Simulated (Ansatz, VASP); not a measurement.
P in VASP and in Ansatz

```
P
1.0
     3.01000    0.00000    0.00000
    -1.50500    2.60674    0.00000
     0.00000    0.00000   28.00000
P
2
Direct
  0.33333 0.66667 0.50954
  0.66667 0.33333 0.49046
```

Alike in both runs: task single point; functional PBE; dispersion D3(BJ); k mesh 9 × 9 × 1; occupations gaussian, width 0.02 eV; no spin polarisation.

```csv
,VASP,Ansatz
version,VASP 6.6.1,Ansatz 0.2.0
potentials or method,"VASP PAW PBE potentials, release 64 (P), cutoff 520 eV","scalar-relativistic, plane waves, PAW"
valence electrons in the cell,10,10
```

```csv
,VASP,Ansatz,Ansatz less VASP
rms of the force components (eV/Å),5.022,5.092,+0.0708
```

Atom by atom the forces differ by 0.071 eV/Å (rms over components).
